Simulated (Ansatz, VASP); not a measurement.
## One calculation of SrMg6Mo, two programs

The input INCAR:

```
SYSTEM = SrMg6Mo
PREC = Accurate
ENCUT = 520
EDIFF = 1E-6
ISMEAR = -1
SIGMA = 0.05
LREAL = .False.
LASPH = .True.
NELM = 80
ALGO = Fast
ISIF = 2
LWAVE = .False.
LCHARG = .False.
GGA = PE
NBANDS = 28
```

KPOINTS

```
Automatic mesh
0
Gamma
  4 4 6
  0 0 0
```

Contents of POSCAR:

```
SrMg6Mo
1.0
    6.5598940000      0.0000000000      0.0000000000
    0.0000000000      6.5598940000      0.0000000000
    0.0000000000      0.0000000000      4.3608420000
Mo Sr Mg
1 1 6
Direct
   -0.0023230000      0.0022830000      0.4971370000
    0.5046220000      0.5068930000      0.4908400000
    0.7763250000      0.7882430000     -0.0120010000
    0.2267710000      0.2205780000      0.0029090000
    0.7758540000      0.2178150000      0.0036970000
    0.2148340000      0.7867590000     -0.0040380000
    0.0077020000      0.5020360000      0.4990740000
    0.5026520000     -0.0074790000      0.5031990000
```

File input.yaml:

```yaml
crystal:
  lattice:
    - [6.559894, 0.0, 0.0]
    - [0.0, 6.559894, 0.0]
    - [0.0, 0.0, 4.360842]
  atoms:
    - { symbol: Mo, position: [-0.002323, 0.002283, 0.497137] }
    - { symbol: Sr, position: [0.504622, 0.506893, 0.49084] }
    - { symbol: Mg, position: [0.776325, 0.788243, -0.012001] }
    - { symbol: Mg, position: [0.226771, 0.220578, 0.002909] }
    - { symbol: Mg, position: [0.775854, 0.217815, 0.003697] }
    - { symbol: Mg, position: [0.214834, 0.786759, -0.004038] }
    - { symbol: Mg, position: [0.007702, 0.502036, 0.499074] }
    - { symbol: Mg, position: [0.502652, -0.007479, 0.503199] }
hamiltonian:
  xc: pbe
  pseudopotentials: { kind: paw }
kpoints:
  mp_grid: { grid: [4, 4, 6] }
scf:
  occupations: { method: fermi_dirac, width: 0.05 }
output:
  forces: true
  stress: true
  eigenvalues: true
```

Change from the starting cell: atoms moved at random, drawn with an rms of 0.05 Å.

Alike in both runs: task single point; functional PBE; k mesh 4 × 4 × 6; occupations fermi-dirac, width 0.05 eV; no spin polarisation.

|  | VASP | Ansatz |
| --- | --- | --- |
| version | VASP 6.6.1 | Ansatz 0.2.0 |
| potentials or method | VASP PAW PBE potentials, release 64 (Mo_sv, Sr_sv, Mg) | Ansatz PAW |
| plane-wave cutoff (eV) | 520 | 420 |
| valence electrons in the cell | 36 | 84 |

Ansatz gave:

| Property | Result |
| --- | --- |
| gap on the k mesh at the Fermi level (eV) | none |
| pressure (GPa) | -0.1 |
| traceless stress, the component that is largest in VASP (GPa) | 0.57 |
| rms of the force components (eV/Å) | 0.137 |

Q: Estimate VASP's values.

A: gap on the k mesh at the Fermi level (eV): none; pressure (GPa): -0.1; traceless stress, the component that is largest in VASP (GPa): 0.57; rms of the force components (eV/Å): 0.138.

Atom by atom the forces differ by 0.001 eV/Å (rms over components). A gap of «none» marks a metal or a gap that the smearing closes. The functional is the same, so the differences come from potentials, cutoffs and numerics. VASP's potentials hold 36 valence electrons a cell and Ansatz's 84, so a difference there can come from the potentials and not from the codes.
